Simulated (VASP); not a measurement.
A run of VASP 6.6.1 is set up as follows.

The input INCAR:

```
PREC     = Accurate       # precision mode
ENCUT    = 520            # plane-wave cutoff, eV
EDIFF    = 1E-6           # SCF threshold, eV
ISMEAR   = 0              # smearing method
SIGMA    = 0.1            # smearing width, eV
LREAL    = False          # projectors in reciprocal space
LASPH    = True           # aspherical terms in the spheres
NELM     = 60             # most SCF steps
ALGO     = Normal         # electronic algorithm
ISIF     = 2              # what is computed and relaxed
LWAVE    = False          # write WAVECAR
LCHARG   = False          # write CHGCAR
GGA      = PE             # functional
NBANDS   = 30             # bands
```

Contents of KPOINTS:

```
regular mesh
0
Gamma
  6 6 10
```

The input POSCAR:

```
B2Br
1.0
    6.4714271905      0.0000000000      0.0000000000
   -3.2357135952      5.6044203457      0.0000000000
    0.0000000000      0.0000000000      4.0857244824
B Br
6 3
Direct
    0.0805449707      0.1610899414      0.5000000000
    0.9194550293      0.0805449707      0.8333333333
    0.8389100586      0.9194550293      0.1666666667
    0.9194550293      0.8389100586      0.5000000000
    0.0805449707      0.9194550293      0.8333333333
    0.1610899414      0.0805449707      0.1666666667
    0.5000000000      0.0000000000      0.0000000000
    0.5000000000      0.5000000000      0.3333333333
    0.0000000000      0.5000000000      0.6666666667
```

Potentials or basis: VASP PAW PBE potentials, release 64 (B, Br).

Launch:

```bash
$ cat potpaw_PBE.64/B/POTCAR potpaw_PBE.64/Br/POTCAR > POTCAR
$ mpirun -np 1 vasp_std > vasp.out
```

Task: What does it give for the largest force?

Result: 0.018 eV/Å.

Task: What does it give for the pressure?

Result: 0.0 GPa.

Forces in eV/Å, atoms in the order of the input:
```
B    0.000  0.018  0.000
B   -0.016  0.009  0.000
B   -0.016 -0.009  0.000
B    0.000 -0.018  0.000
B    0.016 -0.009  0.000
B    0.016  0.009  0.000
Br   0.000  0.000  0.000
Br   0.000  0.000  0.000
Br   0.000  0.000  0.000
```

Caveat: an odd number of electrons without spin polarisation forces a metal; a magnetic or distorted state may lie lower.
